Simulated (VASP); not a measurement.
Write the native input for VASP 6.6.1 that does the following.

| Quantity | Value |
| --- | --- |
| Task | relaxation of cell and atoms |
| Functional | r2SCAN |
| Dispersion | D4 |
| Potentials or basis | VASP PAW PBE potentials, release 64 (Tc_pv) |
| Cutoff | 600 eV |
| k mesh | 10 × 10 × 10 |
| Occupations | methfessel-paxton, width 0.1 eV |
| Spin | no spin polarisation |
| Dipole correction | no |
| Further INCAR settings | ALGO = Normal; EDIFF = 1e-07; IBRION = 2; EDIFFG = -0.001; NSW = 60; ISIF = 3 |

Crystal: Tc.

```
Tc
1.0
     0.00000    1.95000    1.95000
     1.95000    0.00000    1.95000
     1.95000    1.95000    0.00000
Tc
1
Direct
  0.00000 0.00000 0.00000
```

This isn't the form of Tc at room conditions, which is hcp.

One way to write it, as run:

POSCAR

```
Tc
1.0
    0.0000000000      1.9500000000      1.9500000000
    1.9500000000      0.0000000000      1.9500000000
    1.9500000000      1.9500000000      0.0000000000
Tc
1
Direct
    0.0000000000      0.0000000000      0.0000000000
```

INCAR.step1

```
SYSTEM = Tc
  PREC = Accurate
  ENCUT = 600
  ISMEAR = 1
  SIGMA = 0.1
  LREAL = .False.
  LASPH = .True.
  NELM = 60
  GGA = PE
  ALGO = Normal
  EDIFF = 1E-4
  LWAVE = .True.
  LCHARG = .False.
```

INCAR.step2

```
SYSTEM = Tc
  PREC = Accurate
  ENCUT = 600
  EDIFF = 1E-7
  ISMEAR = 1
  SIGMA = 0.1
  LREAL = .False.
  LASPH = .True.
  NELM = 60
  ALGO = Normal
  ISIF = 3
  LWAVE = .False.
  LCHARG = .False.
  METAGGA = R2SCAN
  LMIXTAU = .True.
  IVDW = 13
  VDW_S6 = 1.0
  VDW_S8 = 0.6018749
  VDW_A1 = 0.51559235
  VDW_A2 = 5.77342911
  IBRION = 2
  NSW = 60
  EDIFFG = -0.001
  ISTART = 1
```

KPOINTS

```
Automatic mesh
0
Gamma
  10 10 10
  0 0 0
```

Potentials or basis: VASP PAW PBE potentials, release 64 (Tc_pv).

Command:

```console
$ cat potpaw_PBE.64/Tc_pv/POTCAR > POTCAR
$ cp INCAR.step1 INCAR
$ mpirun -np 1 vasp_std > vasp.out
$ cp INCAR.step2 INCAR
$ mpirun -np 1 vasp_std > vasp.out
```

It gave:

| Quantity | Value |
| --- | --- |
| Relaxed volume | 14.28 Å³/atom |
| Relaxed cell | a = 2.723 Å, b = 2.723 Å, c = 2.723 Å, α = 60.00°, β = 60.00°, γ = 60.00° |
| Space group after relaxing (to 0.1 Å) | Fm-3m (No. 225) |
| Energy gained by relaxing | 20.5 meV/atom |
| Ionic steps | 12 |
| Pressure after relaxing | 0.0 GPa |
| Band gap on the k mesh | zero (an odd number of electrons rules out a gap without spin polarisation) |
| Dispersion energy per atom | -0.199 eV |

Caveat: the PAW data sets were made with another functional, which shifts forces and pressure a little.

Wall time 4.4 min on 1 thread of Intel Xeon 8259CL, on a shared host, peak memory 0.16 GiB.
